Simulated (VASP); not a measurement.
# MoRh (P-6m2) in VASP: relaxation of volume and atoms at fixed shape with LDA

Aim: the relaxation of volume and atoms at fixed shape of MoRh with LDA.

Program: VASP 6.6.1. These are calculated values, not measurements. Logs are shortened: lines on timing, memory, paths and dates and some standing lists are left out, and cuts for length are marked.

**1. The cell of the first run**

The structure is hexagonal, space group P-6m2 (No. 187). Conventional cell: a = 2.795 Å, b = 2.795 Å, c = 4.437 Å, α = 90.00°, β = 90.00°, γ = 120.00°. Within 3.6 Å of Mo (site symmetry -6m2) lie 6 Rh at 2.74 Å and 6 Mo at 2.80 Å. Within 3.6 Å of Rh (site symmetry -6m2) lie 6 Mo at 2.74 Å and 6 Rh at 2.80 Å.

**2. Relaxation of volume and atoms at fixed shape, LDA**

INCAR reads:

```
SYSTEM = MoRh
ALGO     = Normal         ! electronic algorithm
EDIFF    = 1E-7           ! SCF threshold, eV
EDIFFG   = -0.03          ! ionic threshold
ENCUT    = 620            ! plane-wave cutoff, eV
GGA      = CA             ! functional
GGA_COMPAT= .FALSE.      
IBRION   = 2              ! ionic algorithm
ISIF     = 8              ! what is computed and relaxed
ISMEAR   = -1             ! smearing method
LASPH    = .TRUE.         ! aspherical terms in the spheres
LCHARG   = .FALSE.        ! write CHGCAR
LREAL    = .FALSE.        ! projectors in reciprocal space
LWAVE    = .FALSE.        ! write WAVECAR
NELM     = 120            ! most SCF steps
NELMIN   = 4            
NSW      = 60             ! ionic steps
PREC     = Accurate       ! precision mode
SIGMA    = 0.1            ! smearing width, eV
```

KPOINTS reads:

```
k-points
0
G
  8 8 5
  0 0 0
```

POSCAR reads:

```
MoRh
1.0
    2.7954330000      0.0000000000      0.0000000000
   -1.3977160000      2.4209160000      0.0000000000
    0.0000000000      0.0000000000      4.4373670000
Mo Rh
1 1
Direct
    0.0000000000      0.0000000000      0.5000000000
    0.3333333333      0.6666666667      0.0000000000
```

Potentials or basis: VASP PAW LDA potentials, release 64 (Mo_sv, Rh_sv_GW).

The run is started by

```bash
> cat potpaw_LDA.64/Mo_sv/POTCAR potpaw_LDA.64/Rh_sv_GW/POTCAR > POTCAR
> mpirun -np 1 vasp_std > vasp.out
```

OUTCAR:

```text
SYSTEM = MoRh
   EDIFF = 1E-7
   EDIFFG = -0.03
   ENCUT = 620
   GGA = CA
   IBRION = 2
   ISIF = 8
   ISMEAR = -1
   LASPH = .TRUE.
   LREAL = .FALSE.
   NELM = 120
   NELMIN = 4
   NSW = 60
   PREC = Accurate

 ion  position               nearest neighbor table
   1  0.000  0.000  0.500-   2 2.74   2 2.74   2 2.74   2 2.74   2 2.74   2 2.74
   2  0.333  0.667  0.000-   1 2.74   1 2.74   1 2.74   1 2.74   1 2.74   1 2.74

  LATTYP: Found a hexagonal cell.
 ALAT       =     2.7954330000
 C/A-ratio  =     1.5873630311

  Lattice vectors:

 A1 = (   2.7954330000,   0.0000000000,   0.0000000000)
 A2 = (  -1.3977160000,   2.4209160000,   0.0000000000)
 A3 = (   0.0000000000,   0.0000000000,   4.4373670000)

Analysis of symmetry for initial positions (statically):
=====================================================================
 Subroutine PRICEL returns:
 Original cell was already a primitive cell.

 Routine SETGRP: Setting up the symmetry group for a
 hexagonal supercell.

 Subroutine GETGRP returns: Found 12 space group operations
 (whereof 12 operations were pure point group operations)
 out of a pool of 24 trial point group operations.

The static configuration has the point symmetry D_3h.

Analysis of symmetry for dynamics (positions and initial velocities):
=====================================================================
 Subroutine PRICEL returns:
 Original cell was already a primitive cell.

 Routine SETGRP: Setting up the symmetry group for a
 hexagonal supercell.

 Subroutine GETGRP returns: Found 12 space group operations
 (whereof 12 operations were pure point group operations)
 out of a pool of 24 trial point group operations.

The dynamic configuration has the point symmetry D_3h.

 Subroutine INISYM returns: Found 12 space group operations
 (whereof 12 operations are pure point group operations),
 and found     1 'primitive' translations

----------------------------------------------------------------------------------------

                                     Primitive cell

  volume of cell :      30.0299

  direct lattice vectors                    reciprocal lattice vectors
     2.795433000  0.000000000  0.000000000     0.357726334  0.206533321  0.000000000
    -1.397716000  2.420916000  0.000000000     0.000000000  0.413066790  0.000000000
     0.000000000  0.000000000  4.437367000     0.000000000  0.000000000  0.225358867

  length of vectors
     2.795433000  2.795432756  4.437367000     0.413066754  0.413066790  0.225358867

  position of ions in fractional coordinates (direct lattice)
     0.000000000  0.000000000  0.500000000
     0.333333333  0.666666667  0.000000000

  ion indices of the primitive-cell ions
   primitive index   ion index
                 1           1
                 2           2

----------------------------------------------------------------------------------------

 KPOINTS: k-points

Automatic generation of k-mesh.
 Grid dimensions read from file:
 generate k-points for:    8    8    5

 Generating k-lattice:

  Cartesian coordinates                     Fractional coordinates (reciprocal lattice)
     0.044715792  0.025816665  0.000000000     0.125000000  0.000000000  0.000000000
     0.000000000  0.051633349  0.000000000     0.000000000  0.125000000  0.000000000
     0.000000000  0.000000000  0.045071773     0.000000000  0.000000000  0.200000000

  Length of vectors
     0.051633344  0.051633349  0.045071773

  Shift w.r.t. Gamma in fractional coordinates (k-lattice)
     0.000000000  0.000000000  0.000000000

 Subroutine IBZKPT returns following result:
 ===========================================

 Found     30 irreducible k-points:

 Following reciprocal coordinates:
            Coordinates               Weight
  0.000000  0.000000  0.000000      1.000000
  0.125000  0.000000  0.000000      6.000000
  0.250000  0.000000  0.000000      6.000000
  0.375000  0.000000  0.000000      6.000000
  0.500000  0.000000  0.000000      3.000000
  0.125000  0.125000  0.000000      6.000000
[... 16 lines left out ...]
  0.250000  0.000000  0.400000     12.000000
  0.375000  0.000000  0.400000     12.000000
 [... further k-points ...]
   k-points           NKPTS =     30   k-points in BZ     NKDIM =     30   number of bands    NBANDS=     19
   number of dos      NEDOS =    301   number of ions     NIONS =      2
   total plane-waves  NPLWV =  20736
   dimension x,y,z NGX =    24 NGY =   24 NGZ =   36
   dimension x,y,z NGXF=    48 NGYF=   48 NGZF=   72
   ions per type =               1   1
   NGX,Y,Z   is equivalent  to a cutoff of  14.27, 14.27, 13.49 a.u.
   NGXF,Y,Z  is equivalent  to a cutoff of  28.55, 28.55, 26.97 a.u.
 SYSTEM =  MoRh
   PREC   = accura    normal or accurate (medium, high low for compatibility)
   ISTART =      0    job   : 0-new  1-cont  2-samecut
   ICHARG =      2    charge: 1-file 2-atom 10-const
   ISPIN  =      1    spin polarized calculation?
   LNONCOLLINEAR =      F non collinear calculations
   LSORBIT =      F    spin-orbit coupling
   LASPH  =      T    aspherical Exc in radial PAW
   ENCUT  =  620.0 eV  45.57 Ry    6.75 a.u.   5.68  5.68  9.01*2*pi/ulx,y,z
   NELM   =    120;   NELMIN=  4; NELMDL= -5     # of ELM steps
   EDIFF  = 0.1E-06   stopping-criterion for ELM
   LREAL  =      F    real-space projection
   EDIFFG = -.3E-01   stopping-criterion for IOM
   NSW    =     60    number of steps for IOM
   IBRION =      2    ionic relax: 0-MD 1-quasi-New 2-CG
   NFREE  =      1    steps in history (QN), initial steepest desc. (CG)
   ISIF   =      8    stress and relaxation
   ISYM   =      2    0-nonsym 1-usesym 2-fastsym
   POTIM  = 0.5000    time-step for ionic-motion
   TEBEG  =    0.0;   TEEND  =   0.0 temperature during run
   PSTRESS=    0.0 pullay stress
   NELECT =      31.0000    total number of electrons
   NUPDOWN=      -1.0000    fix difference up-down
   EMIN   =  10.00;   EMAX   =-10.00  energy-range for DOS
   EFERMI =   0.00;   METHOD = LEGACY
   ISMEAR =    -1;   SIGMA  =   0.10  broadening in eV -4-tet -1-fermi 0-gaus
   EFERMI_NEDOS =   21; number of points for ismear=-14 and -15
   IALGO  =     38    algorithm
   IMIX   =      4    mixing-type and parameters
     AMIX     =   0.40;   BMIX     =  1.00
     AMIX_MAG =   1.60;   BMIX_MAG =  1.00
  volume/ion in A,a.u.               =      15.01       101.33
  Fermi-wavevector in a.u.,A,eV,Ry     =   1.654540  3.126628 37.245997  2.737504
  Thomas-Fermi vector in A             =   2.742790
   LORBIT       =      0    0 simple, 1 ext, 2 COOP (PROOUT), +10 PAW based schemes
   GGA     = CA    functional components
   LHFCALC =     F    Hartree Fock is set to
   AEXX    =    0.0000 exact exchange contribution
   IVDW    =     0    specifies the selected vdW correction
   LEPSILON=     F    determine dielectric tensor
   LRPA    =     F    only Hartree local field effects (RPA)
 conjugate gradient relaxation of ions
 non-spin polarized calculation
  energy-cutoff  :      620.00
  volume of cell :       30.03
 maximum number of plane-waves:      1087
 NGX is ok and might be reduce to    24
   NGX = 11   NGY = 11   NGZ = 19

--------------------------------------- Ionic step        1  -------------------------------------------

 number of electron      31.0000001 magnetization

 Free energy of the ion-electron system (eV)
  ---------------------------------------------------
  ext. energy  EPLUGINS =         0.00000000
  ---------------------------------------------------
  free energy    TOTEN  =       -20.13381160 eV

  energy without entropy =      -20.06338932  energy(sigma->0) =      -20.09860046

------------------------ aborting loop because EDIFF is reached ----------------------------------------

  FORCE on cell =-STRESS in cart. coord.  units (eV):
  Direction    XX          YY          ZZ          XY          YZ          ZX
  --------------------------------------------------------------------------------------
  -------------------------------------------------------------------------------------
  Total       -3.0527114     -3.0527114     -3.2566815     -0.0000006      0.0000000      0.0000000
  in kB     -162.8704036   -162.8704046   -173.7527609     -0.0000336      0.0000000      0.0000000
  external PRESSURE =    -166.4978564 kB  Pullay stress =       0.0000000 kB

 VOLUME and BASIS-vectors are now :
 -----------------------------------------------------------------------------
  energy-cutoff  :      620.00
  volume of cell :       30.03
      direct lattice vectors                 reciprocal lattice vectors
     2.795433000  0.000000000  0.000000000     0.357726334  0.206533321  0.000000000
    -1.397716000  2.420916000  0.000000000     0.000000000  0.413066790  0.000000000
     0.000000000  0.000000000  4.437367000     0.000000000  0.000000000  0.225358867
[... 73 lines left out ...]
 POSITION                                       TOTAL-FORCE (eV/Angst)
 -----------------------------------------------------------------------------------
      0.00000      0.00000      2.17596         0.000000     -0.000000      0.000000
      0.00000      1.58286      0.00000         0.000000      0.000000      0.000000
 -----------------------------------------------------------------------------------
    total drift:                                0.000003     -0.000000     -0.000000

  FREE ENERGIE OF THE ION-ELECTRON SYSTEM (eV)
  ---------------------------------------------------
  free  energy   TOTEN  =       -20.2336839306 eV

  energy  without entropy=      -20.1666148050  energy(sigma->0) =      -20.20014937

--------------------------------------- Ionic step        4  -------------------------------------------

 number of electron      31.0000001 magnetization

 Free energy of the ion-electron system (eV)
  ---------------------------------------------------
  ext. energy  EPLUGINS =         0.00000000
  ---------------------------------------------------
  free energy    TOTEN  =       -20.23415649 eV

  energy without entropy =      -20.16725288  energy(sigma->0) =      -20.20070469

 E-fermi :  12.0652     XC(G=0): -14.2173

 val. band max:       12.0235762227   @ k =   0.1250   0.0000   0.0000
 cond. band min:      12.1087587003   @ k =   0.1250   0.0000   0.0000
 fundamental gap:      0.0851824775
 Fermi energy:        12.0652261261

 k-point     1 :       0.0000    0.0000    0.0000
  band No.  band energies     occupation
      1     -66.2351      2.00000
      2     -48.5071      2.00000
      3     -34.5019      2.00000
      4     -34.0573      2.00000
      5     -34.0573      2.00000
      6     -22.8357      2.00000
[... 11 lines left out ...]
     18      13.6090      0.00000
     19      14.7515      0.00000
[... 485 lines left out ...]
 k-point    24 :       0.3750    0.0000    0.4000
  band No.  band energies     occupation
      1     -66.1824      2.00000
      2     -48.3178      2.00000
      3     -34.4711      2.00000
      4     -34.4292      2.00000
      5     -34.1564      2.00000
      6     -23.1675      2.00000
[... 11 lines left out ...]
     18      14.3708      0.00000
     19      15.6718      0.00000

 [... further k-points ...]

------------------------ aborting loop because EDIFF is reached ----------------------------------------

  FORCE on cell =-STRESS in cart. coord.  units (eV):
  Direction    XX          YY          ZZ          XY          YZ          ZX
  --------------------------------------------------------------------------------------
  -------------------------------------------------------------------------------------
  Total       -0.0419309     -0.0419309     -0.0691410     -0.0000000      0.0000000     -0.0000000
  in kB       -2.3795077     -2.3795077     -3.9236292     -0.0000005      0.0000000     -0.0000000
  external PRESSURE =      -2.8942149 kB  Pullay stress =       0.0000000 kB

 VOLUME and BASIS-vectors are now :
 -----------------------------------------------------------------------------
  energy-cutoff  :      620.00
  volume of cell :       28.23
      direct lattice vectors                 reciprocal lattice vectors
     2.738527413  0.000000000  0.000000000     0.365159755  0.210825007  0.000000000
    -1.369263217  2.371634316  0.000000000     0.000000000  0.421650165  0.000000000
     0.000000000  0.000000000  4.347037175     0.000000000  0.000000000  0.230041741

 POSITION                                       TOTAL-FORCE (eV/Angst)
 -----------------------------------------------------------------------------------
     -1.36926      2.37163      2.17352         0.000000     -0.000000      0.000000
      0.00000      1.58109      0.00000        -0.000000      0.000000      0.000000
 -----------------------------------------------------------------------------------
    total drift:                                0.000003     -0.000000     -0.000000

  FREE ENERGIE OF THE ION-ELECTRON SYSTEM (eV)
  ---------------------------------------------------
  free  energy   TOTEN  =       -20.2341564948 eV

  energy  without entropy=      -20.1672528793  energy(sigma->0) =      -20.20070469

 reached required accuracy - stopping structural energy minimisation
```

Run time: 54 s. Hardware: 1 thread of Intel Xeon Platinum 8488C (Sapphire Rapids), shared host; peak memory 0.18 GiB.

What came out:

```
Free energy                           : -20.2342 eV
Relaxed volume                        : 14.12 Å³/atom
Relaxed cell                          : a = 2.739 Å, b = 2.739 Å, c = 4.347 Å, α = 90.00°, β = 90.00°, γ = 120.00°
Space group after relaxing (to 0.1 Å) : P-6m2 (No. 187)
Energy gained by relaxing             : 50.2 meV/atom
Ionic steps                           : 4
Pressure after relaxing               : -0.3 GPa
Band gap on the k mesh                : zero (an odd number of electrons rules out a gap without spin polarisation)
```

Step by step:
```
step  energy change (eV)  largest force (eV/Å)  pressure (GPa)  volume (Å³)
   1              0.0000                0.0000          -16.65        30.03
   2              0.8194                0.0000           77.14        23.75
   3             -0.0999                0.0000           -1.29        28.33
   4             -0.1003                0.0000           -0.29        28.23
```

Final structure:
```cif
data_structure
_symmetry_space_group_name_H-M 'P 1'
_symmetry_Int_Tables_number 1
_cell_length_a 2.7385
_cell_length_b 2.7385
_cell_length_c 4.3470
_cell_angle_alpha 90.000
_cell_angle_beta 90.000
_cell_angle_gamma 120.000
_cell_volume 28.23
loop_
_atom_site_label
_atom_site_type_symbol
_atom_site_fract_x
_atom_site_fract_y
_atom_site_fract_z
_atom_site_occupancy
Mo1 Mo 0.00000 0.00000 0.50000 1
Rh1 Rh 0.33333 0.66667 0.00000 1
```

Levels at points of the mesh, in eV from the Fermi level:
```tsv
k point	band 12	band 13	band 14	band 15	band 16	band 17	band 18	band 19
(0.00, 0.00, 0.00)	-2.71	-1.95	-1.47	-1.47	-0.58	-0.58	1.54	2.69
(0.50, 0.00, 0.00)	-2.80	-1.65	-1.57	-0.83	0.55	3.04	4.28	4.55
```

The gap in the log of VASP goes by the Fermi energy; the results here count the filled bands.